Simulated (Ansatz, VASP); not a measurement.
# Al3GaAs4: VASP beside Ansatz

```
CELL_PARAMETERS angstrom
4.05548 0.00000 0.00000
0.00000 4.05548 0.00000
0.00000 0.00000 11.45583
ATOMIC_POSITIONS crystal
Al 0.00000 0.00000 0.00000
Al 0.50000 0.50000 0.24976
Al 0.50000 0.50000 0.75024
Ga 0.00000 0.00000 0.50000
As 0.50000 0.00000 0.37413
As 0.00000 0.50000 0.62587
As 0.50000 0.00000 0.87511
As 0.00000 0.50000 0.12489
```

Alike in both runs: functional PBE; k mesh 8 × 8 × 4; occupations gaussian, width 0.02 eV; no spin polarisation.

Ansatz relaxed the structure, and its values are those at the end. VASP's run is a single point on that final structure, the one shown.

```csv
,VASP,Ansatz
version,VASP 6.6.1,Ansatz 0.2.0
potentials or method,"VASP PAW PBE potentials, release 64 (Al, Ga_d, As), cutoff 520 eV","scalar-relativistic, plane waves, PAW"
valence electrons in the cell,42,82
```

VASP gave:

| Property | Result |
| --- | --- |
| gap on the k mesh at the Fermi level (eV) | 1.27 |
| least direct gap on the mesh (eV) | 1.27 |
| pressure (GPa) | 0.2 |

What did Ansatz give for the same quantities?

gap on the k mesh at the Fermi level (eV): 1.27; least direct gap on the mesh (eV): 1.27; pressure (GPa): 0.0.

VASP's potentials hold 42 valence electrons a cell and Ansatz's 82, so a difference there can come from the potentials and not from the codes.
